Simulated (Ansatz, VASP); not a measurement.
Two plane-wave programs on K3Pd

```xyz
4
Lattice="5.4450 0.0000 0.0000 0.0000 5.4450 0.0000 0.0000 0.0000 5.4450" Properties=species:S:1:pos:R:3 pbc="T T T"
K     2.7225    2.7225    0.0000
K     2.7225    0.0000    2.7225
K     0.0000    2.7225    2.7225
Pd    0.0000    0.0000    0.0000
```

Alike in both runs: task single point; functional PBE; k mesh 5 × 5 × 5; occupations fermi-dirac, width 0.1 eV; no spin polarisation.

|  | VASP | Ansatz |
| --- | --- | --- |
| version | VASP 6.6.1 | Ansatz 0.2.0 |
| potentials or method | VASP PAW PBE potentials, release 64 (K_sv, Pd), cutoff 520 eV | plane waves, PAW |
| valence electrons in the cell | 37 | 45 |

|  | VASP | Ansatz | Ansatz less VASP |
| --- | --- | --- | --- |
| pressure (GPa) | 0.0 | 0.0 | +0.02 |

VASP's potentials hold 37 valence electrons a cell and Ansatz's 45, so a difference there can come from the potentials and not from the codes.
